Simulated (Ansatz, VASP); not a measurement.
BaCu3 in VASP and in Ansatz

```
Ba Cu
1.0
     4.20354    0.00000    0.00000
     0.00000    4.20354    0.00000
     0.00000    0.00000    4.20354
Ba Cu
1 3
Direct
  0.00000 0.00000 0.00000
  0.00000 0.50000 0.50000
  0.50000 0.00000 0.50000
  0.50000 0.50000 0.00000
```

Alike in both runs: task single point; functional PBE; k mesh 4 × 4 × 4; occupations gaussian, width 0.1 eV; no spin polarisation.

|  | VASP | Ansatz |
| --- | --- | --- |
| version | VASP 6.6.1 | Ansatz 0.2.0 |
| potentials or method | VASP PAW PBE potentials, release 64 (Ba_sv, Cu), cutoff 520 eV | scalar-relativistic, plane waves, PAW |
| valence electrons in the cell | 43 | 67 |

|  | VASP | Ansatz | Ansatz less VASP |
| --- | --- | --- | --- |
| gap on the k mesh at the Fermi level (eV) | none | none | - |
| pressure (GPa) | 8.6 | 7.1 | -1.49 |

A gap of «none» marks a metal or a gap that the smearing closes. With one functional, cell and mesh, what is left measures potentials, basis and numerics. VASP's potentials hold 43 valence electrons a cell and Ansatz's 67, so a difference there can come from the potentials and not from the codes.

The k mesh is coarse, so the values compare programs but aren't converged. Neither program's run includes spin-orbit coupling.
